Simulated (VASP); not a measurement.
Write the native input for VASP 6.6.1 that does the following.

- Task: relaxation of cell and atoms
- Functional: PBEsol
- Potentials or basis: VASP PAW PBE potentials, release 64 (Na_pv, F)
- Cutoff: 600 eV
- k mesh: 10 × 10 × 10
- Occupations: fermi-dirac, width 0.02 eV
- Spin: no spin polarisation
- Dipole correction: no
- Further INCAR settings: ALGO = Normal; EDIFF = 1e-07; IBRION = 2; EDIFFG = -0.01; NSW = 80; ISIF = 3

The structure of NaF lies in POSCAR:

```
NaF
1.0
    0.0000000000      2.3200000000      2.3200000000
    2.3200000000      0.0000000000      2.3200000000
    2.3200000000      2.3200000000      0.0000000000
Na F
1 1
Direct
    0.0000000000      0.0000000000      0.0000000000
    0.5000000000      0.5000000000      0.5000000000
```

The input as run:

INCAR

```
ALGO     = Normal         # electronic algorithm
EDIFF    = 1E-7           # SCF threshold, eV
EDIFFG   = -0.01          # ionic threshold
ENCUT    = 600            # plane-wave cutoff, eV
GGA      = PS             # functional
IBRION   = 2              # ionic algorithm
ISIF     = 3              # what is computed and relaxed
ISMEAR   = -1             # smearing method
LASPH    = True           # aspherical terms in the spheres
LCHARG   = False          # write CHGCAR
LREAL    = False          # projectors in reciprocal space
LWAVE    = False          # write WAVECAR
NELM     = 60             # most SCF steps
NSW      = 80             # ionic steps
PREC     = Accurate       # precision mode
SIGMA    = 0.02           # smearing width, eV
```

KPOINTS

```
k-points
0
Gamma
  10 10 10
```

Potentials or basis: VASP PAW PBE potentials, release 64 (Na_pv, F).

Launch:

```bash
$ cat potpaw_PBE.64/Na_pv/POTCAR potpaw_PBE.64/F/POTCAR > POTCAR
$ mpirun -np 1 vasp_std > vasp.out
```

Results of the run:

```
Relaxed volume                        : 12.39 Å³/atom
Relaxed cell                          : a = 3.273 Å, b = 3.273 Å, c = 3.273 Å, α = 60.00°, β = 60.00°, γ = 60.00°
Space group after relaxing (to 0.1 Å) : Fm-3m (No. 225)
Energy gained by relaxing             : 0.2 meV/atom
Ionic steps                           : 3
Pressure after relaxing               : -0.1 GPa
Band gap on the k mesh                : 6.18 eV
```

Caveat: the PAW data sets were made with another functional, which shifts forces and pressure a little.

Run time: 16 s on 1 thread of Intel(R) Xeon(R) 6975P-C (Granite Rapids) (shared host), peak memory 0.15 GiB.
